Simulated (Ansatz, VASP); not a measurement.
MgO: VASP beside Ansatz

```
Mg O
1.0
     2.94103    0.00000    0.00000
     0.00000    2.94103    0.00000
     0.00000    0.00000   20.15920
Mg O
3 3
Direct
  0.25000 0.25000 0.39771
  0.75000 0.75000 0.50000
  0.25000 0.25000 0.60229
  0.75000 0.75000 0.39578
  0.25000 0.25000 0.50000
  0.75000 0.75000 0.60422
```

Alike in both runs: functional LDA; k mesh 10 × 10 × 1; occupations fermi-dirac, width 0.02 eV; no spin polarisation.

Ansatz relaxed the structure, and its values are those at the end. VASP's run is a single point on that final structure, the one shown.

```csv
,VASP,Ansatz
version,VASP 6.6.1,Ansatz 0.2.0
potentials or method,"VASP PAW LDA potentials, release 64 (Mg, O), cutoff 520 eV","all-electron LAPW, scalar-relativistic"
```

|  | VASP | Ansatz | Ansatz less VASP |
| --- | --- | --- | --- |
| gap on the k mesh at the Fermi level (eV) | 3.63 | 3.64 | +0.006 |
| rms of the force components (eV/Å) | 0.017 | 0.003 | -0.0141 |

LDA's correlation is that of Perdew and Zunger in VASP and of Perdew and Wang (1992) in Ansatz. Ansatz ran all-electron here, and VASP with PAW potentials.
